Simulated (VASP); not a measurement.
CsDyPt:

```
CELL_PARAMETERS angstrom
4.17584 0.00000 0.00000
0.00000 4.17584 0.00000
0.00000 0.00000 6.18734
ATOMIC_POSITIONS crystal
Cs 0.00000 0.00000 0.00000
Dy 0.50000 0.50000 0.50000
Pt 0.50000 0.50000 0.00000
```

The cell was generated, and may not be a known phase.

```yaml
Program: VASP 6.6.1
Task: relaxation of cell and atoms
Functional: PBE
Potentials_or_basis: VASP PAW PBE potentials, release 64 (Cs_sv, Dy_3, Pt), 4f in core
Cutoff: 500 eV
k_mesh: 4 × 4 × 4
Occupations: gaussian, width 0.1 eV
Spin: no spin polarisation
```

At the start: pressure 1.6 GPa; volume 35.96 Å³/atom.

Problem. Where does the relaxation end?

Solution. Over 8 steps the energy falls by 428.8 meV/atom and the volume is 43.23 Å³/atom (+20.2 %); space group P4/mmm (No. 123, to 0.1 Å) before and after.

The path:
```tsv
step	energy change (eV)	largest force (eV/Å)	pressure (GPa)	volume (Å³)
1	0.0000	0.0000	1.57	107.89
2	-0.9397	0.0000	1.67	112.50
3	-0.8622	0.0000	6.22	115.36
4	-1.1657	0.0000	2.82	114.21
5	-1.1645	0.0000	3.11	114.41
6	-1.2816	0.0000	-0.36	130.38
7	-1.2828	0.0000	-0.09	128.66
8	-1.2865	0.0000	0.05	129.70
```

Final structure:
```
Cs Dy Pt
1.0
     4.91483    0.00000    0.00000
     0.00000    4.91483    0.00000
     0.00000    0.00000    5.36937
Cs Dy Pt
1 1 1
Direct
  0.00000 0.00000 0.00000
  0.50000 0.50000 0.50000
  0.50000 0.50000 0.00000
```

Caveat: the k points lie up to 0.32 Å⁻¹ apart in the final cell, too coarse for converged energies and pressures of a metal; the volume moved by over 15 % at a fixed basis, so the end points are rough.
